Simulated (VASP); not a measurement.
## Pd: single point with PBE

The system is Pd.

```
Pd
1.0
     2.78367    0.00000    0.00000
    -1.39183    2.41072    0.00000
     0.00000    0.00000    4.62889
Pd
2
Cartesian
  0.0000 1.6071 1.1572
  1.3918 0.8036 3.4717
```

| Quantity | Value |
| --- | --- |
| Program | VASP 6.6.1 |
| Task | single point |
| Functional | PBE |
| Potentials or basis | VASP PAW PBE potentials, release 64 (Pd) |
| Cutoff | 520 eV |
| k mesh | 11 × 11 × 6 |
| Occupations | gaussian, width 0.028 eV |
| Spin | no spin polarisation |

```json
{
 "Pressure": "-1.8 GPa",
 "Band gap on the k mesh": "zero (band 10 reaches 9.07 eV, above the bottom of band 11 at 8.28 eV)"
}
```

Stress tensor (GPa, compression positive):
```
-1.98  0.00  0.00
 0.00 -1.98  0.00
 0.00  0.00 -1.49
```

Levels at points of the mesh, in eV from the Fermi level:
```tsv
k point	band 6	band 7	band 8	band 9	band 10	band 11	band 12	band 13	band 14	band 15
(0.00, 0.00, 0.00)	-2.20	-2.20	-1.54	-1.54	-0.22	-0.22	0.99	6.66	17.08	18.67
(0.00, 0.00, 0.50)	-2.56	-2.56	-2.56	-0.65	-0.65	-0.65	-0.65	13.72	13.72	17.55
```

Run time: 10 s on 1 thread of Intel(R) Xeon(R) 6975P-C (Granite Rapids) (shared host), peak memory 0.17 GiB.
